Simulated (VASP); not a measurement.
# Pd (Im-3m) in VASP: single point with PBE

Aim: the single point of Pd with PBE.

Everything below comes from runs of VASP 6.6.1. Logs are shortened: lines on timing, memory, paths and dates and some standing lists are left out, and cuts for length are marked.

**1. The cell of the first run**

It takes space group Im-3m (No. 229, cubic). Conventional cell: a = 3.137 Å, b = 3.137 Å, c = 3.137 Å, α = 90.00°, β = 90.00°, γ = 90.00°. Within 3.6 Å of Pd (site symmetry m-3m) lie 14 Pd at 2.72 to 3.14 Å.

**2. Single point, PBE**

File INCAR:

```
PREC     = Accurate       # precision mode
ENCUT    = 520            # plane-wave cutoff, eV
EDIFF    = 1E-6           # SCF threshold, eV
ISMEAR   = 0              # smearing method
SIGMA    = 0.05           # smearing width, eV
LREAL    = F              # projectors in reciprocal space
LASPH    = T              # aspherical terms in the spheres
NELM     = 60             # most SCF steps
ALGO     = Normal         # electronic algorithm
ISIF     = 2              # what is computed and relaxed
LWAVE    = F              # write WAVECAR
LCHARG   = T              # write CHGCAR
GGA      = PE             # functional
LELF     = T              # ELF
LVHAR    = T            
NBANDS   = 11             # bands
```

File KPOINTS:

```
Automatic mesh
0
Gamma
  18 18 18
```

File POSCAR:

```
Pd
1.0
   -1.5685832396      1.5685832396      1.5685832396
    1.5685832396     -1.5685832396      1.5685832396
    1.5685832396      1.5685832396     -1.5685832396
Pd
1
Direct
    0.0000000000      0.0000000000      0.0000000000
```

Potentials or basis: VASP PAW PBE potentials, release 64 (Pd).

Command:

```console
$ cat potpaw_PBE.64/Pd/POTCAR > POTCAR
$ mpirun -np 1 vasp_std > vasp.out
```

OUTCAR:

```text
PREC = Accurate
   ENCUT = 520
   EDIFF = 1E-6
   ISMEAR = 0
   LREAL = F
   LASPH = T
   NELM = 60
   ISIF = 2
   GGA = PE

 ion  position               nearest neighbor table
   1  0.000  0.000  0.000-

  LATTYP: Found a body centered cubic cell.
 ALAT       =     3.1371664792

  Lattice vectors:

 A1 = (  -1.5685832396,   1.5685832396,   1.5685832396)
 A2 = (   1.5685832396,  -1.5685832396,   1.5685832396)
 A3 = (   1.5685832396,   1.5685832396,  -1.5685832396)

Analysis of symmetry for initial positions (statically):
=====================================================================
 Subroutine PRICEL returns:
 Original cell was already a primitive cell.

 Routine SETGRP: Setting up the symmetry group for a
 body centered cubic supercell.

 Subroutine GETGRP returns: Found 48 space group operations
 (whereof 48 operations were pure point group operations)
 out of a pool of 48 trial point group operations.

The static configuration has the point symmetry O_h .

Analysis of symmetry for dynamics (positions and initial velocities):
=====================================================================
 Subroutine PRICEL returns:
 Original cell was already a primitive cell.

 Routine SETGRP: Setting up the symmetry group for a
 body centered cubic supercell.

 Subroutine GETGRP returns: Found 48 space group operations
 (whereof 48 operations were pure point group operations)
 out of a pool of 48 trial point group operations.

The dynamic configuration has the point symmetry O_h .

 Subroutine INISYM returns: Found 48 space group operations
 (whereof 48 operations are pure point group operations),
 and found     1 'primitive' translations

----------------------------------------------------------------------------------------

                                     Primitive cell

  volume of cell :      15.4377

  direct lattice vectors                    reciprocal lattice vectors
    -1.568583240  1.568583240  1.568583240     0.000000000  0.318758984  0.318758984
     1.568583240 -1.568583240  1.568583240     0.318758984  0.000000000  0.318758984
     1.568583240  1.568583240 -1.568583240     0.318758984  0.318758984  0.000000000

  length of vectors
     2.716865867  2.716865867  2.716865867     0.450793279  0.450793279  0.450793279

  position of ions in fractional coordinates (direct lattice)
     0.000000000  0.000000000  0.000000000

  ion indices of the primitive-cell ions
   primitive index   ion index
                 1           1

----------------------------------------------------------------------------------------

 KPOINTS: Automatic mesh

Automatic generation of k-mesh.
 Grid dimensions read from file:
 generate k-points for:   18   18   18

 Generating k-lattice:

  Cartesian coordinates                     Fractional coordinates (reciprocal lattice)
     0.000000000  0.017708832  0.017708832     0.055555556  0.000000000  0.000000000
     0.017708832  0.000000000  0.017708832     0.000000000  0.055555556  0.000000000
     0.017708832  0.017708832  0.000000000     0.000000000  0.000000000  0.055555556

  Length of vectors
     0.025044071  0.025044071  0.025044071

  Shift w.r.t. Gamma in fractional coordinates (k-lattice)
     0.000000000  0.000000000  0.000000000

 Subroutine IBZKPT returns following result:
 ===========================================

 Found    195 irreducible k-points:

 Following reciprocal coordinates:
            Coordinates               Weight
  0.000000  0.000000  0.000000      1.000000
  0.055556  0.000000  0.000000     12.000000
  0.111111  0.000000  0.000000     12.000000
  0.166667  0.000000  0.000000     12.000000
  0.222222  0.000000  0.000000     12.000000
  0.277778  0.000000  0.000000     12.000000
[... 16 lines left out ...]
  0.333333  0.111111 -0.000000     48.000000
  0.388889  0.111111 -0.000000     48.000000
 [... further k-points ...]
   k-points           NKPTS =    195   k-points in BZ     NKDIM =    195   number of bands    NBANDS=     11
   number of dos      NEDOS =    301   number of ions     NIONS =      1
   total plane-waves  NPLWV =   8000
   dimension x,y,z NGX =    20 NGY =   20 NGZ =   20
   dimension x,y,z NGXF=    40 NGYF=   40 NGZF=   40
   ions per type =               1
   NGX,Y,Z   is equivalent  to a cutoff of  12.24, 12.24, 12.24 a.u.
   NGXF,Y,Z  is equivalent  to a cutoff of  24.48, 24.48, 24.48 a.u.
 SYSTEM =  unknown system
   PREC   = accura    normal or accurate (medium, high low for compatibility)
   ISTART =      0    job   : 0-new  1-cont  2-samecut
   ICHARG =      2    charge: 1-file 2-atom 10-const
   ISPIN  =      1    spin polarized calculation?
   LNONCOLLINEAR =      F non collinear calculations
   LSORBIT =      F    spin-orbit coupling
   LASPH  =      T    aspherical Exc in radial PAW
   ENCUT  =  520.0 eV  38.22 Ry    6.18 a.u.   5.05  5.05  5.05*2*pi/ulx,y,z
   NELM   =     60;   NELMIN=  2; NELMDL= -5     # of ELM steps
   EDIFF  = 0.1E-05   stopping-criterion for ELM
   LREAL  =      F    real-space projection
   EDIFFG = 0.1E-04   stopping-criterion for IOM
   NSW    =      0    number of steps for IOM
   IBRION =     -1    ionic relax: 0-MD 1-quasi-New 2-CG
   NFREE  =      0    steps in history (QN), initial steepest desc. (CG)
   ISIF   =      2    stress and relaxation
   ISYM   =      2    0-nonsym 1-usesym 2-fastsym
   POTIM  = 0.5000    time-step for ionic-motion
   TEBEG  =    0.0;   TEEND  =   0.0 temperature during run
   PSTRESS=    0.0 pullay stress
   NELECT =      10.0000    total number of electrons
   NUPDOWN=      -1.0000    fix difference up-down
   EMIN   =  10.00;   EMAX   =-10.00  energy-range for DOS
   EFERMI =   0.00;   METHOD = LEGACY
   ISMEAR =     0;   SIGMA  =   0.05  broadening in eV -4-tet -1-fermi 0-gaus
   EFERMI_NEDOS =   21; number of points for ismear=-14 and -15
   IALGO  =     38    algorithm
   IMIX   =      4    mixing-type and parameters
     AMIX     =   0.40;   BMIX     =  1.00
     AMIX_MAG =   1.60;   BMIX_MAG =  1.00
  volume/ion in A,a.u.               =      15.44       104.18
  Fermi-wavevector in a.u.,A,eV,Ry     =   1.416491  2.676781 27.299379  2.006448
  Thomas-Fermi vector in A             =   2.537820
   LORBIT       =      0    0 simple, 1 ext, 2 COOP (PROOUT), +10 PAW based schemes
   GGA     = PE    functional components
   LHFCALC =     F    Hartree Fock is set to
   AEXX    =    0.0000 exact exchange contribution
   IVDW    =     0    specifies the selected vdW correction
   LEPSILON=     F    determine dielectric tensor
   LRPA    =     F    only Hartree local field effects (RPA)
 non-spin polarized calculation
 Gauss-broadening in eV      SIGMA  =   0.05
  energy-cutoff  :      520.00
  volume of cell :       15.44
 maximum number of plane-waves:       430
   NGX = 11   NGY = 11   NGZ = 11

 number of electron      10.0000006 magnetization

 Free energy of the ion-electron system (eV)
  ---------------------------------------------------
  ext. energy  EPLUGINS =         0.00000000
  ---------------------------------------------------
  free energy    TOTEN  =        -5.17618934 eV

  energy without entropy =       -5.17426721  energy(sigma->0) =       -5.17522828

 E-fermi :   9.0357     XC(G=0): -12.8970

 val. band max:        9.0349388699   @ k =   0.5000   0.5000   0.4444
 cond. band min:       9.0379876787   @ k =  -0.3889   0.3889   0.1111
 fundamental gap:      0.0030488089
 Fermi energy:         9.0356647399

 k-point     1 :       0.0000    0.0000    0.0000
  band No.  band energies     occupation
      1       2.2491      2.00000
      2       6.2727      2.00000
      3       6.2727      2.00000
      4       6.2727      2.00000
      5       8.1357      2.00000
      6       8.1357      2.00000
      7      28.3235      0.00000
      8      28.3235      0.00000
      9      28.3235      0.00000
     10      36.3497      0.00000
     11      36.4160      0.00000

 k-point     2 :       0.0556    0.0000    0.0000
  band No.  band energies     occupation
      1       2.3635      2.00000
      2       6.2351      2.00000
      3       6.2747      2.00000
      4       6.3521      2.00000
      5       8.0912      2.00000
      6       8.1384      2.00000
      7      28.2396      0.00000
      8      28.3392      0.00000
      9      28.4563      0.00000
     10      35.1592      0.00000
     11      35.6750      0.00000

 k-point     3 :       0.1111    0.0000    0.0000
  band No.  band energies     occupation
      1       2.6947      2.00000
      2       6.1284      2.00000
      3       6.2778      2.00000
      4       6.5853      2.00000
      5       7.9832      2.00000
      6       8.1476      2.00000
      7      27.8494      0.00000
      8      28.2858      0.00000
      9      28.8400      0.00000
     10      33.8977      0.00000
     11      34.4249      0.00000

 k-point     4 :       0.1667    0.0000    0.0000
  band No.  band energies     occupation
      1       3.1975      2.00000
      2       5.9691      2.00000
      3       6.2912      2.00000
      4       6.9581      2.00000
      5       7.8750      2.00000
      6       8.1652      2.00000
      7      26.8420      0.00000
      8      27.9131      0.00000
      9      29.4319      0.00000
     10      33.3873      0.00000
     11      33.4546      0.00000
[... 239 lines left out ...]
 k-point    22 :       0.2778    0.1111   -0.0000
  band No.  band energies     occupation
      1       4.5084      2.00000
      2       5.4733      2.00000
      3       6.8624      2.00000
      4       7.8452      2.00000
      5       8.3901      2.00000
      6       9.4746      0.00000
      7      21.0840      0.00000
      8      24.5940      0.00000
      9      27.3352      0.00000
     10      31.4752      0.00000
     11      35.2305      0.00000

 k-point    23 :       0.3333    0.1111   -0.0000
  band No.  band energies     occupation
      1       4.4310      2.00000
      2       5.3426      2.00000
      3       7.4132      2.00000
      4       7.9765      2.00000
      5       8.5469      2.00000
      6      10.4510      0.00000
      7      19.0449      0.00000
      8      23.9595      0.00000
      9      26.4263      0.00000
     10      32.1108      0.00000
     11      35.2461      0.00000

 k-point    24 :       0.3889    0.1111   -0.0000
  band No.  band energies     occupation
      1       4.3425      2.00000
      2       5.2614      2.00000
      3       7.7246      2.00000
      4       8.0363      2.00000
      5       8.8004      2.00000
      6      11.4560      0.00000
      7      17.3641      0.00000
      8      23.5398      0.00000
      9      25.8324      0.00000
     10      32.5698      0.00000
     11      35.0979      0.00000

 [... further k-points ...]
[... 5 lines left out ...]
  --------------------------------------------------------------------------------------
  -------------------------------------------------------------------------------------
  Total       -0.0360600     -0.0360600     -0.0360600      0.0000000     -0.0000000      0.0000000
  in kB       -3.7424322     -3.7424322     -3.7424322      0.0000000     -0.0000000      0.0000000
  external PRESSURE =      -3.7424322 kB  Pullay stress =       0.0000000 kB

 VOLUME and BASIS-vectors are now :
 -----------------------------------------------------------------------------
  energy-cutoff  :      520.00
  volume of cell :       15.44
      direct lattice vectors                 reciprocal lattice vectors
    -1.568583240  1.568583240  1.568583240     0.000000000  0.318758984  0.318758984
     1.568583240 -1.568583240  1.568583240     0.318758984  0.000000000  0.318758984
     1.568583240  1.568583240 -1.568583240     0.318758984  0.318758984  0.000000000

 POSITION                                       TOTAL-FORCE (eV/Angst)
 -----------------------------------------------------------------------------------
      0.00000      0.00000      0.00000        -0.000000      0.000000      0.000000
 -----------------------------------------------------------------------------------
    total drift:                                0.000000      0.000000      0.000000

  FREE ENERGIE OF THE ION-ELECTRON SYSTEM (eV)
  ---------------------------------------------------
  free  energy   TOTEN  =        -5.1761893434 eV

  energy  without entropy=       -5.1742672069  energy(sigma->0) =       -5.17522828
```

Run time: 13 s. Hardware: 1 thread of Intel Xeon 6975P-C, shared host; peak memory 0.15 GiB.

What came out:

```yaml
Free_energy: -5.1762 eV
Pressure: -0.4 GPa
Band_gap_on_the_k_mesh: zero (band 5 reaches 9.59 eV, above the bottom of band 6 at 8.05 eV)
```
